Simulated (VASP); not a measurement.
Runs of VASP 6.6.1 on Ru. The structure is that of space group P6_3/mmc (No. 194), or close to it. The cells are those of the table. 

```tsv
cell	gap on the mesh (eV)	pressure (GPa)
a = 2.759, b = 2.759, c = 4.366 Å, angles 90.0, 90.0, 120.0°, 2 atoms	none	-12.1
a = 2.706, b = 2.706, c = 4.282 Å, angles 90.0, 90.0, 120.0°, 2 atoms	none	4.9
a = 2.724, b = 2.724, c = 4.310 Å, angles 90.0, 90.0, 120.0°, 2 atoms	none	(b)
a = 2.651, b = 2.651, c = 4.194 Å, angles 90.0, 90.0, 120.0°, 2 atoms	none	28.8
a = 2.669, b = 2.669, c = 4.224 Å, angles 90.0, 90.0, 120.0°, 2 atoms	none	19.9
a = 2.688, b = 2.688, c = 4.253 Å, angles 90.0, 90.0, 120.0°, 2 atoms	none	11.9
a = 2.741, b = 2.741, c = 4.338 Å, angles 90.0, 90.0, 120.0°, 2 atoms	none	(a)
```

Alike in all rows: task single point; level PBE; potentials or basis VASP PAW PBE potentials, release 64 (Ru_pv); no spin polarisation; k mesh 12 × 12 × 7; cutoff (eV) 520; smearing fermi-dirac 0.15 eV.

Q: Estimate the missing entries.

A: (a) -7.1; (b) -1.5.

A k mesh can miss the band edges, and the runs leave out spin-orbit coupling on Ru.

A gap of «none» marks levels without a gap at the run's occupations.
